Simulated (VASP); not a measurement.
Cd:

```
Cd
1.0
     2.93861    0.00000    0.00000
    -1.46931    2.54491    0.00000
     0.00000    0.00000    5.54173
Cd
2
Cartesian
  1.4693 0.8483 4.1563
  0.0000 1.6966 1.3854
```

Base run:

| Property | Result |
| --- | --- |
| Program | VASP 6.6.1 |
| Functional | r2SCAN |
| Potentials or basis | VASP PAW PBE potentials, release 64 (Cd) |
| Cutoff | 520 eV |
| k mesh | 10 × 10 × 5 |
| Occupations | fermi-dirac, width 0.05 eV |
| Spin | no spin polarisation |

Its results: band gap on the k mesh zero (band 12 reaches 4.37 eV, above the bottom of band 13 at 0.10 eV); pressure 3.8 GPa.

Problem. The run is repeated on the same cell with these changes: functional from r2SCAN to PBE. What comes out?

Solution. Band gap on the k mesh zero (band 12 reaches 4.36 eV, above the bottom of band 13 at 0.28 eV); pressure 6.1 GPa.

Caveats: the PAW data sets were made with another functional, which shifts forces and pressure a little (some runs).
